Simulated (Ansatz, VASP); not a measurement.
## ZnS: VASP beside Ansatz

The input INCAR:

```
ALGO = Normal ; EDIFF = 1E-7
ENCUT = 520 ; GGA = PS
ISIF = 2 ; ISMEAR = 0
LASPH = True ; LCHARG = False
LREAL = False ; LWAVE = False
NBANDS = 16 ; NELM = 100
PREC = Accurate ; SIGMA = 0.05
```

The input KPOINTS:

```
k-points
0
Gamma
  10 10 10
```

The input POSCAR:

```
ZnS
1.0
    0.0000000000      2.6782590749      2.6782590749
    2.6782590749      0.0000000000      2.6782590749
    2.6782590749      2.6782590749      0.0000000000
Zn S
1 1
Direct
    0.0000000000      0.0000000000      0.0000000000
    0.5883230712      0.8038923096      0.8038923096
```

Input for Ansatz:

```yaml
crystal:
  lattice:
    - [0.0, 2.6782590749, 2.6782590749]
    - [2.6782590749, 0.0, 2.6782590749]
    - [2.6782590749, 2.6782590749, 0.0]
  atoms:
    - { symbol: Zn, position: [0.0, 0.0, 0.0] }
    - { symbol: S, position: [0.5883230712, 0.8038923096, 0.8038923096] }
basis:
  ecutwfc: 420
kpoints:
  mp_grid: { grid: [10, 10, 10] }
hamiltonian:
  xc: pbesol
scf:
  occupations: { method: gaussian, width: 0.05 }
output:
  forces: true
  stress: true
  eigenvalues: true
  write_density: true
  write_potential: true
  elf: true
  volumetric_format: npy
```

Change from the starting cell: all S atoms moved +0.500 Å, as atom 2 towards its neighbour atom 1 (Zn) at 2.319 Å.

Alike in both runs: task single point; functional PBEsol; k mesh 10 × 10 × 10; occupations gaussian, width 0.05 eV; no spin polarisation.

|  | VASP | Ansatz |
| --- | --- | --- |
| version | VASP 6.6.1 | Ansatz 0.2.0 |
| potentials or method | VASP PAW PBE potentials, release 64 (Zn, S), cutoff 520 eV | scalar-relativistic, plane waves, PAW |
| valence electrons in the cell | 18 | 18 |

|  | VASP | Ansatz | Ansatz less VASP |
| --- | --- | --- | --- |
| gap on the k mesh at the Fermi level (eV) | 1.94 | 1.92 | -0.019 |
| least direct gap on the mesh (eV) | 1.94 | 1.92 | -0.019 |
| pressure (GPa) | 18.5 | 18.0 | -0.42 |
| traceless stress, the component that is largest in VASP (GPa) | -22.87 | -22.62 | +0.250 |
| rms of the force components (eV/Å) | 5.889 | 5.835 | -0.0545 |

VASP's potentials were made for PBE, not for PBEsol. Atom by atom the forces differ by 0.055 eV/Å (rms over components).
